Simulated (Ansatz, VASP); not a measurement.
## NaI: VASP beside Ansatz

INCAR

```
SYSTEM = NaI
PREC = Accurate
ENCUT = 520
EDIFF = 1E-6
ISMEAR = 0
SIGMA = 0.05
LREAL = .False.
LASPH = .True.
NELM = 100
ALGO = Normal
ISIF = 2
LWAVE = .False.
LCHARG = .False.
GGA = PS
NBANDS = 14
```

Contents of KPOINTS:

```
Automatic mesh
0
Gamma
  6 6 6
  0 0 0
```

POSCAR

```
NaI
1.0
    0.0000000000      3.1393080000      3.1878540000
    3.1393080000      0.0000000000      3.1878540000
    3.1393080000      3.1393080000      0.0000000000
Na I
1 1
Direct
    0.0000000000      0.0000000000      0.0000000000
    0.5000000000      0.5000000000      0.5000000000
```

Input for Ansatz:

```yaml
crystal:
  lattice:
    - [0.0, 3.139308, 3.187854]
    - [3.139308, 0.0, 3.187854]
    - [3.139308, 3.139308, 0.0]
  atoms:
    - { symbol: Na, position: [0.0, 0.0, 0.0] }
    - { symbol: I, position: [0.5, 0.5, 0.5] }
basis:
  ecutwfc: 420
kpoints:
  mp_grid: { grid: [6, 6, 6] }
hamiltonian:
  xc: pbesol
scf:
  occupations: { method: gaussian, width: 0.05 }
output:
  forces: true
  stress: true
  eigenvalues: true
```

Change from the starting cell: strain -0.030 along x and y, -0.015 along z, atoms carried along.

Alike in both runs: task single point; functional PBEsol; k mesh 6 × 6 × 6; occupations gaussian, width 0.05 eV; no spin polarisation.

|  | VASP | Ansatz |
| --- | --- | --- |
| version | VASP 6.6.1 | Ansatz 0.2.0 |
| potentials or method | VASP PAW PBE potentials, release 64 (Na_pv, I), cutoff 520 eV | scalar-relativistic, plane waves, PAW |
| valence electrons in the cell | 14 | 26 |

|  | VASP | Ansatz | Ansatz less VASP |
| --- | --- | --- | --- |
| gap on the k mesh at the Fermi level (eV) | 3.70 | 3.70 | +0.004 |
| least direct gap on the mesh (eV) | 3.70 | 3.70 | +0.004 |
| pressure (GPa) | 0.9 | 0.8 | -0.05 |
| traceless stress, the component that is largest in VASP (GPa) | -0.36 | -0.36 | +0.005 |

VASP's potentials were made for PBE, not for PBEsol. VASP's potentials hold 14 valence electrons a cell and Ansatz's 26, so a difference there can come from the potentials and not from the codes.

Neither program's run includes spin-orbit coupling.
